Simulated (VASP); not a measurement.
Input of a VASP 6.6.1 run:

INCAR

```
SYSTEM = InSe
PREC     = Accurate       ! precision mode
ENCUT    = 520            ! plane-wave cutoff, eV
EDIFF    = 1E-6           ! SCF threshold, eV
ISMEAR   = 0              ! smearing method
SIGMA    = 0.05           ! smearing width, eV
LREAL    = .False.        ! projectors in reciprocal space
LASPH    = .True.         ! aspherical terms in the spheres
NELM     = 100            ! most SCF steps
ALGO     = Normal         ! electronic algorithm
ISIF     = 2              ! what is computed and relaxed
LWAVE    = .False.        ! write WAVECAR
LCHARG   = .False.        ! write CHGCAR
LDIPOL   = .True.       
IDIPOL   = 3            
DIPOL    = 0.5 0.5 0.500
GGA      = PE             ! functional
IVDW     = 12             ! dispersion correction
NBANDS   = 27             ! bands
```

File KPOINTS:

```
regular mesh
0
Gamma
  9 9 1
  0 0 0
```

Contents of POSCAR:

```
InSe
1.0
    4.0499987500      0.0000000000      0.0000000000
   -2.0249993800      3.5074018000      0.0000000000
    0.0000000000      0.0000000000     22.0112801213
Se In
2 2
Direct
    0.3333333300      0.6666666700      0.3861656366
    0.3333333300      0.6666666700      0.6138343634
    0.6666666700      0.3333333300      0.4284689492
    0.6666666700      0.3333333300      0.5715310508
```

Potentials or basis: VASP PAW PBE potentials, release 64 (Se, In_d).

Launch:

```bash
$ cat potpaw_PBE.64/Se/POTCAR potpaw_PBE.64/In_d/POTCAR > POTCAR
$ mpirun -np 1 vasp_std > vasp.out
```

(1) Estimate the dispersion energy per atom.

(2) Estimate the largest force.

(3) Estimate the band gap on the k mesh.

## Answers

(1) -0.220 eV.

(2) 2.998 eV/Å.

(3) 0.30 eV (least direct gap 0.72 eV).

Caveat: spin-orbit coupling is left out, which moves the levels of the heavy elements.
